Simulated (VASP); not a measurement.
Here is a VASP 6.6.1 calculation.

INCAR

```
SYSTEM = C
ALGO     = Normal         ! electronic algorithm
EDIFF    = 1E-6           ! SCF threshold, eV
EDIFFG   = -0.002         ! ionic threshold
ENCUT    = 520            ! plane-wave cutoff, eV
GGA      = PS             ! functional
IBRION   = 2              ! ionic algorithm
ISIF     = 2              ! what is computed and relaxed
ISMEAR   = 0              ! smearing method
LASPH    = .TRUE.         ! aspherical terms in the spheres
LCHARG   = .FALSE.        ! write CHGCAR
LREAL    = .FALSE.        ! projectors in reciprocal space
LWAVE    = .FALSE.        ! write WAVECAR
NELM     = 60             ! most SCF steps
NSW      = 60             ! ionic steps
PREC     = Accurate       ! precision mode
SIGMA    = 0.02           ! smearing width, eV
```

The input KPOINTS:

```
k-points
0
G
  9 9 6
  0 0 0
```

Contents of POSCAR:

```
C
1.0
    2.5049743424      0.0000000000      0.0000000000
   -1.2524871712      2.1693714164      0.0000000000
    0.0000000000      0.0000000000      4.1189829190
C
4
Direct
    0.3333333333      0.6666666667     -0.0002008248
    0.6666666667      0.3333333333      0.4997991752
    0.3333333333      0.6666666667      0.3742008248
    0.6666666667      0.3333333333      0.8742008248
```

Potentials or basis: VASP PAW PBE potentials, release 64 (C).

Command:

```console
$ cat potpaw_PBE.64/C/POTCAR > POTCAR
$ mpirun -np 1 vasp_std > vasp.out
```

**Question.** Predict the energy gained by relaxing.

**Answer.** 0.0 meV/atom.

**Question.** What does it give for the band gap on the k mesh?

**Answer.** 3.05 eV, indirect (least direct gap 4.77 eV).

Final structure:
```yaml
crystal:
  lattice:
    - [2.50497, 0.00000, 0.00000]
    - [-1.25249, 2.16937, 0.00000]
    - [0.00000, 0.00000, 4.11898]
  atoms:
    - { symbol: C, position: [0.33333, 0.66667, 0.99971] }
    - { symbol: C, position: [0.66667, 0.33333, 0.49971] }
    - { symbol: C, position: [0.33333, 0.66667, 0.37429] }
    - { symbol: C, position: [0.66667, 0.33333, 0.87429] }
```

Caveat: the cell differs from its parent crystal (strained cell). A k mesh can miss the band edges.
